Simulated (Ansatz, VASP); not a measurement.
**One calculation of Sc, two programs**

```xyz
4
Lattice="-3.0880 3.0880 2.7062 3.0880 -3.0880 2.7062 3.0880 3.0880 -2.7062" Properties=species:S:1:pos:R:3 pbc="T T T"
Sc    1.0112    2.0768    2.7062
Sc    2.0768   -1.0112    2.7062
Sc    1.0112    4.0992    0.0000
Sc    2.0768    1.0112    0.0000
```

Alike in both runs: task single point; functional PBE; k mesh 7 × 7 × 7; occupations fermi-dirac, width 0.05 eV; no spin polarisation.

|  | VASP | Ansatz |
| --- | --- | --- |
| version | VASP 6.6.1 | Ansatz 0.2.0 |
| potentials or method | VASP PAW PBE potentials, release 64 (Sc_sv) | Ansatz PAW |
| plane-wave cutoff (eV) | 520 | 420 |
| valence electrons in the cell | 44 | 44 |

Ansatz gave:

```
gap on the k mesh at the Fermi level (eV)                     : none
pressure (GPa)                                                : 0.1
traceless stress, the component that is largest in VASP (GPa) : -0.06
rms of the force components (eV/Å)                            : 0.026
```

Problem. Estimate VASP's values.

Solution. gap on the k mesh at the Fermi level (eV): none; pressure (GPa): 0.2; traceless stress, the component that is largest in VASP (GPa): -0.06; rms of the force components (eV/Å): 0.029.

Atom by atom the forces differ by 0.003 eV/Å (rms over components). A gap of «none» marks a metal or a gap that the smearing closes. With one functional, cell and mesh, what is left measures potentials, basis and numerics.
